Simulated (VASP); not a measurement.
# H2 in VASP: notebook

Aim: see how the results for H2 move with the level of theory and the settings. Levels: PBE, PBEsol. Tasks: relaxation of the atoms.

Program: VASP 6.6.1. These are calculated values, not measurements. Logs are shortened: lines on timing, memory, paths and dates and some standing lists are left out, and cuts for length are marked.

## (1) The cell of the first run

The cell holds a molecule in a box, 2 atoms: a = 12.000 Å, b = 12.500 Å, c = 13.000 Å, α = 90.00°, β = 90.00°, γ = 90.00°.

## (2) Relaxation of the atoms, PBE

Input file INCAR:

```
PREC = Accurate
ENCUT = 520
EDIFF = 1E-6
ISMEAR = 0
SIGMA = 0.01
LREAL = F
LASPH = T
NELM = 80
ALGO = Normal
ISIF = 2
LWAVE = F
LCHARG = F
GGA = PE
IBRION = 2
NSW = 80
EDIFFG = -0.01
```

Input file KPOINTS:

```
Automatic mesh
0
Gamma
  1 1 1
```

Input file POSCAR:

```
H
1.0
   12.0000000000      0.0000000000      0.0000000000
    0.0000000000     12.5000000000      0.0000000000
    0.0000000000      0.0000000000     13.0000000000
H
2
Direct
    0.4500000000      0.4700000000      0.4711538462
    0.4500000000      0.4700000000      0.5288461538
```

Potentials or basis: VASP PAW PBE potentials, release 64 (H).

The run is started by

```sh
$ cat potpaw_PBE.64/H/POTCAR > POTCAR
$ mpirun -np 1 vasp_gam > vasp.out
```

OUTCAR:

```text
PREC = Accurate
   ENCUT = 520
   EDIFF = 1E-6
   ISMEAR = 0
   LREAL = F
   LASPH = T
   NELM = 80
   ISIF = 2
   GGA = PE
   IBRION = 2
   NSW = 80
   EDIFFG = -0.01

 ion  position               nearest neighbor table
   1  0.450  0.470  0.471-   2 0.75
   2  0.450  0.470  0.529-   1 0.75

  LATTYP: Found a simple orthorhombic cell.
 ALAT       =    12.0000000000
 B/A-ratio  =     1.0416666667
 C/A-ratio  =     1.0833333333

  Lattice vectors:

 A1 = (  12.0000000000,   0.0000000000,   0.0000000000)
 A2 = (   0.0000000000,  12.5000000000,   0.0000000000)
 A3 = (   0.0000000000,   0.0000000000,  13.0000000000)

Analysis of symmetry for initial positions (statically):
=====================================================================
 Subroutine PRICEL returns:
 Original cell was already a primitive cell.

 Routine SETGRP: Setting up the symmetry group for a
 simple orthorhombic supercell.

 Subroutine GETGRP returns: Found  8 space group operations
 (whereof  2 operations were pure point group operations)
 out of a pool of  8 trial point group operations.

The static configuration has the point symmetry C_1h.
 The point group associated with its full space group is D_2h.

Analysis of symmetry for dynamics (positions and initial velocities):
=====================================================================
 Subroutine PRICEL returns:
 Original cell was already a primitive cell.

 Routine SETGRP: Setting up the symmetry group for a
 simple orthorhombic supercell.

 Subroutine GETGRP returns: Found  8 space group operations
 (whereof  2 operations were pure point group operations)
 out of a pool of  8 trial point group operations.

The dynamic configuration has the point symmetry C_1h.
 The point group associated with its full space group is D_2h.

 Subroutine INISYM returns: Found  8 space group operations
 (whereof  2 operations are pure point group operations),
 and found     1 'primitive' translations

----------------------------------------------------------------------------------------

                                     Primitive cell

  volume of cell :    1950.0000

  direct lattice vectors                    reciprocal lattice vectors
    12.000000000  0.000000000  0.000000000     0.083333333  0.000000000  0.000000000
     0.000000000 12.500000000  0.000000000     0.000000000  0.080000000  0.000000000
     0.000000000  0.000000000 13.000000000     0.000000000  0.000000000  0.076923077

  length of vectors
    12.000000000 12.500000000 13.000000000     0.083333333  0.080000000  0.076923077

  position of ions in fractional coordinates (direct lattice)
     0.450000000  0.470000000  0.471153846
     0.450000000  0.470000000  0.528846154

  ion indices of the primitive-cell ions
   primitive index   ion index
                 1           1
                 2           2

----------------------------------------------------------------------------------------

 KPOINTS: Automatic mesh

Automatic generation of k-mesh.
 Grid dimensions read from file:
 generate k-points for:    1    1    1

 Generating k-lattice:

  Cartesian coordinates                     Fractional coordinates (reciprocal lattice)
     0.083333333  0.000000000  0.000000000     1.000000000  0.000000000  0.000000000
     0.000000000  0.080000000  0.000000000     0.000000000  1.000000000  0.000000000
     0.000000000  0.000000000  0.076923077     0.000000000  0.000000000  1.000000000

  Length of vectors
     0.083333333  0.080000000  0.076923077

  Shift w.r.t. Gamma in fractional coordinates (k-lattice)
     0.000000000  0.000000000  0.000000000

 Subroutine IBZKPT returns following result:
 ===========================================

 Found      1 irreducible k-points:

 Following reciprocal coordinates:
            Coordinates               Weight
  0.000000  0.000000  0.000000      1.000000
   k-points           NKPTS =      1   k-points in BZ     NKDIM =      1   number of bands    NBANDS=      5
   number of dos      NEDOS =    301   number of ions     NIONS =      2
   total plane-waves  NPLWV = 846720
   dimension x,y,z NGX =    90 NGY =   96 NGZ =   98
   dimension x,y,z NGXF=   180 NGYF=  192 NGZF=  196
   ions per type =               2
   NGX,Y,Z   is equivalent  to a cutoff of  12.47, 12.77, 12.53 a.u.
   NGXF,Y,Z  is equivalent  to a cutoff of  24.94, 25.54, 25.06 a.u.
 SYSTEM =  unknown system
   PREC   = accura    normal or accurate (medium, high low for compatibility)
   ISTART =      0    job   : 0-new  1-cont  2-samecut
   ICHARG =      2    charge: 1-file 2-atom 10-const
   ISPIN  =      1    spin polarized calculation?
   LNONCOLLINEAR =      F non collinear calculations
   LSORBIT =      F    spin-orbit coupling
   LASPH  =      T    aspherical Exc in radial PAW
   ENCUT  =  520.0 eV  38.22 Ry    6.18 a.u.  22.31 23.24 24.17*2*pi/ulx,y,z
   NELM   =     80;   NELMIN=  2; NELMDL= -5     # of ELM steps
   EDIFF  = 0.1E-05   stopping-criterion for ELM
   LREAL  =      F    real-space projection
   EDIFFG = -.1E-01   stopping-criterion for IOM
   NSW    =     80    number of steps for IOM
   IBRION =      2    ionic relax: 0-MD 1-quasi-New 2-CG
   NFREE  =      1    steps in history (QN), initial steepest desc. (CG)
   ISIF   =      2    stress and relaxation
   ISYM   =      2    0-nonsym 1-usesym 2-fastsym
   POTIM  = 0.5000    time-step for ionic-motion
   TEBEG  =    0.0;   TEEND  =   0.0 temperature during run
   PSTRESS=    0.0 pullay stress
   NELECT =       2.0000    total number of electrons
   NUPDOWN=      -1.0000    fix difference up-down
   EMIN   =  10.00;   EMAX   =-10.00  energy-range for DOS
   EFERMI =   0.00;   METHOD = LEGACY
   ISMEAR =     0;   SIGMA  =   0.01  broadening in eV -4-tet -1-fermi 0-gaus
   EFERMI_NEDOS =   21; number of points for ismear=-14 and -15
   IALGO  =     38    algorithm
   IMIX   =      4    mixing-type and parameters
     AMIX     =   0.40;   BMIX     =  1.00
     AMIX_MAG =   1.60;   BMIX_MAG =  1.00
  volume/ion in A,a.u.               =     975.00      6579.62
  Fermi-wavevector in a.u.,A,eV,Ry     =   0.165097  0.311989  0.370856  0.027257
  Thomas-Fermi vector in A             =   0.866411
   LORBIT       =      0    0 simple, 1 ext, 2 COOP (PROOUT), +10 PAW based schemes
   GGA     = PE    functional components
   LHFCALC =     F    Hartree Fock is set to
   AEXX    =    0.0000 exact exchange contribution
   IVDW    =     0    specifies the selected vdW correction
   LEPSILON=     F    determine dielectric tensor
   LRPA    =     F    only Hartree local field effects (RPA)
 conjugate gradient relaxation of ions
 non-spin polarized calculation
 Gauss-broadening in eV      SIGMA  =   0.01
  energy-cutoff  :      520.00
  volume of cell :     1950.00
 maximum number of plane-waves:     26244
 NGX is ok and might be reduce to    90
   NGX = 45   NGY = 47   NGZ = 49

 number of electron       1.9999999 magnetization

 Free energy of the ion-electron system (eV)
  ---------------------------------------------------
  ext. energy  EPLUGINS =         0.00000000
  ---------------------------------------------------
  free energy    TOTEN  =        -6.77239099 eV

  energy without entropy =       -6.77239099  energy(sigma->0) =       -6.77239099

 E-fermi : -10.2551     XC(G=0):  -0.2085

 val. band max:      -10.3206835406   @ k =   0.0000   0.0000   0.0000
 cond. band min:      -0.1087092925   @ k =   0.0000   0.0000   0.0000
 fundamental gap:     10.2119742481
 Fermi energy:       -10.2550932758

 k-point     1 :       0.0000    0.0000    0.0000
  band No.  band energies     occupation
      1     -10.3207      2.00000
      2      -0.1087      0.00000
      3       0.2494      0.00000
      4       0.6802      0.00000
      5       0.7650      0.00000

------------------------ aborting loop because EDIFF is reached ----------------------------------------

  FORCE on cell =-STRESS in cart. coord.  units (eV):
  Direction    XX          YY          ZZ          XY          YZ          ZX
  --------------------------------------------------------------------------------------
  -------------------------------------------------------------------------------------
  Total       -0.0272318     -0.0270563     -0.0372110      0.0000000      0.0000000      0.0000000
  in kB       -0.0223745     -0.0222302     -0.0305736      0.0000000      0.0000000      0.0000000
  external PRESSURE =      -0.0250594 kB  Pullay stress =       0.0000000 kB

 VOLUME and BASIS-vectors are now :
 -----------------------------------------------------------------------------
  energy-cutoff  :      520.00
  volume of cell :     1950.00
      direct lattice vectors                 reciprocal lattice vectors
    12.000000000  0.000000000  0.000000000     0.083333333  0.000000000  0.000000000
     0.000000000 12.500000000  0.000000000     0.000000000  0.080000000  0.000000000
     0.000000000  0.000000000 13.000000000     0.000000000  0.000000000  0.076923077

 POSITION                                       TOTAL-FORCE (eV/Angst)
 -----------------------------------------------------------------------------------
      5.40000      5.87500      6.12500         0.000000      0.000000      0.003008
      5.40000      5.87500      6.87500         0.000000      0.000000     -0.003008
 -----------------------------------------------------------------------------------
    total drift:                                0.000000      0.000008      0.000000

  FREE ENERGIE OF THE ION-ELECTRON SYSTEM (eV)
  ---------------------------------------------------
  free  energy   TOTEN  =        -6.7723909926 eV

  energy  without entropy=       -6.7723909926  energy(sigma->0) =       -6.77239099

 reached required accuracy - stopping structural energy minimisation
```

Run time: 58 s. Hardware: 1 thread of Intel Xeon 6975P-C (Granite Rapids), shared host; peak memory 1.1 GiB.

Results:

- Free energy: -6.7724 eV
- Largest force after relaxing: 0.003 eV/Å
- Gap between the frontier levels: 10.21 eV

Forces on the atoms (eV/Å):
```
H    0.000  0.000  0.003
H    0.000  0.000 -0.003
```

Final structure:
```cif
data_structure
_symmetry_space_group_name_H-M 'P 1'
_symmetry_Int_Tables_number 1
_cell_length_a 12.0000
_cell_length_b 12.5000
_cell_length_c 13.0000
_cell_angle_alpha 90.000
_cell_angle_beta 90.000
_cell_angle_gamma 90.000
_cell_volume 1950.00
loop_
_atom_site_label
_atom_site_type_symbol
_atom_site_fract_x
_atom_site_fract_y
_atom_site_fract_z
_atom_site_occupancy
H1 H 0.45000 0.47000 0.47115 1
H2 H 0.45000 0.47000 0.52885 1
```

Levels at points of the mesh, in eV from the valence-band top:
| k point | band 1 | band 2 | band 3 | band 4 | band 5 |
| --- | --- | --- | --- | --- | --- |
| (0.00, 0.00, 0.00) | 0.00 | 10.21 | 10.57 | 11.00 | 11.09 |

Caveat: the relaxation stopped at its first step, so nothing moved.

## (3) Relaxation of the atoms, PBEsol

Input file INCAR:

```
ALGO = Normal ; EDIFF = 1E-6
EDIFFG = -0.01 ; ENCUT = 520
GGA = PS ; IBRION = 2
ISIF = 2 ; ISMEAR = 0
LASPH = T ; LCHARG = F
LREAL = F ; LWAVE = F
NELM = 80 ; NSW = 80
PREC = Accurate ; SIGMA = 0.01
```

Input file KPOINTS:

```
k-points
0
Gamma
  1 1 1
```

POSCAR is that of step 2.

Potentials or basis: VASP PAW PBE potentials, release 64 (H).

The run is started by

```sh
$ cat potpaw_PBE.64/H/POTCAR > POTCAR
$ mpirun -np 1 vasp_gam > vasp.out
```

Wall time 2 min (1 thread of Intel Xeon 6975P-C (Granite Rapids), shared host); peak memory 1.4 GiB.

It converged, with:

- Free energy: -6.5134 eV
- Energy gained by relaxing: 0.6 meV/atom
- Ionic steps: 3
- Gap between the frontier levels: 10.00 eV

The path:
| step | energy change (eV) | largest force (eV/Å) | pressure (GPa) |
| --- | --- | --- | --- |
| 1 | 0.0000 | 0.2866 | 0.00 |
| 2 | 0.0047 | 0.6037 | -0.02 |
| 3 | -0.0012 | 0.0002 | 0.00 |

Final structure:
```xyz
2
Lattice="12.0000 0.0000 0.0000 0.0000 12.5000 0.0000 0.0000 0.0000 13.0000" Properties=species:S:1:pos:R:3 pbc="T T T"
H     5.4000    5.8750    6.1208
H     5.4000    5.8750    6.8792
```

Levels at points of the mesh, in eV from the valence-band top:
| k point | band 1 | band 2 | band 3 | band 4 |
| --- | --- | --- | --- | --- |
| (0.00, 0.00, 0.00) | 0.00 | 10.00 | 10.42 | 10.80 |

Caveat: the PAW data sets were made with another functional, which shifts forces and pressure a little.
